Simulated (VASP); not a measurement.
Set up this calculation in VASP 6.6.1, as the native input.

| Item | Value |
| --- | --- |
| Task | single point |
| Functional | PBE |
| Potentials or basis | VASP PAW PBE potentials, release 64 (Pb_d) |
| Cutoff | 520 eV |
| k mesh | 6 × 6 × 6 |
| Occupations | gaussian, width 0.1 eV |
| Spin | no spin polarisation |
| Dipole correction | no |
| Further INCAR settings | ALGO = Normal; EDIFF = 1e-06; NBANDS = 21 |

The structure of Pb lies in POSCAR:

```
Pb
1.0
   -3.0428822463      3.0428822463      1.6551888260
    3.0428822463     -3.0428822463      1.6551888260
    3.0428822463      3.0428822463     -1.6551888260
Pb
2
Direct
    0.7500000000      0.2500000000      0.5000000000
    0.0000000000      0.0000000000      0.0000000000
```

This cell differs from its parent crystal: Sn replaced by Pb, lengths x 1.030, strained.

The input as run:

INCAR

```
PREC = Accurate ; ENCUT = 520
EDIFF = 1E-6 ; ISMEAR = 0
SIGMA = 0.1 ; LREAL = False
LASPH = True ; NELM = 60
ALGO = Normal ; ISIF = 2
LWAVE = False ; LCHARG = True
GGA = PE ; LELF = True
LVHAR = True ; NBANDS = 21
```

KPOINTS

```
regular mesh
0
Gamma
  6 6 6
```

Potentials or basis: VASP PAW PBE potentials, release 64 (Pb_d).

Launch:

```sh
$ cat potpaw_PBE.64/Pb_d/POTCAR > POTCAR
$ mpirun -np 1 vasp_std > vasp.out
```

It gave:

- Pressure: 3.6 GPa
- Band gap on the k mesh: zero (bands 14 and 15 overlap by 3.23 eV)

Caveat: the k points lie up to 0.36 Å⁻¹ apart, too coarse for converged energies and pressures of a metal; the cell differs from its parent crystal (Sn replaced by Pb, lengths x 1.030, strained); spin-orbit coupling is left out, which moves the levels of the heavy elements.

Run time: 54 s on 1 thread of Intel Xeon 8259CL (shared host), peak memory 0.21 GiB.
